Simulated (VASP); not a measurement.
GaP2:

```
Ga P
1.0
     5.12902    0.00000    0.00000
     0.00000    5.12902    0.00000
     0.00000    0.00000    2.34288
Ga P
1 2
Direct
  0.00000 0.00000 0.00000
  0.00000 0.50000 0.00000
  0.50000 0.00000 0.00000
```

The cell was built from a structure type or drawn by symmetry, and may not be a known phase.

```yaml
Program: VASP 6.6.1
Task: relaxation of cell and atoms
Functional: PBE
Potentials_or_basis: VASP PAW PBE potentials, release 64 (Ga_d, P)
Cutoff: 600 eV
k_mesh: 10 × 10 × 20
Occupations: gaussian, width 0.1 eV
Spin: no spin polarisation
```

At the start: pressure 1.2 GPa; volume 20.54 Å³/atom.

Task: How do energy, volume and symmetry change on relaxing?

Result: Over 5 steps the energy falls by 2.8 meV/atom and the volume is 20.74 Å³/atom (+0.9 %); space group P4/mmm (No. 123, to 0.1 Å) before and after.

Step by step:
```tsv
step	energy change (eV)	largest force (eV/Å)	pressure (GPa)	volume (Å³)
1	0.0000	0.0000	1.17	61.63
2	-0.0060	0.0000	-0.80	62.98
3	-0.0082	0.0000	-0.16	62.50
4	-0.0083	0.0000	-0.05	62.34
5	-0.0084	0.0000	0.04	62.21
```

Final structure:
```cif
data_structure
_symmetry_space_group_name_H-M 'P 1'
_symmetry_Int_Tables_number 1
_cell_length_a 5.1176
_cell_length_b 5.1176
_cell_length_c 2.3753
_cell_angle_alpha 90.000
_cell_angle_beta 90.000
_cell_angle_gamma 90.000
_cell_volume 62.21
loop_
_atom_site_label
_atom_site_type_symbol
_atom_site_fract_x
_atom_site_fract_y
_atom_site_fract_z
_atom_site_occupancy
Ga1 Ga 0.00000 0.00000 0.00000 1
P1 P 0.00000 0.50000 0.00000 1
P2 P 0.50000 0.00000 0.00000 1
```
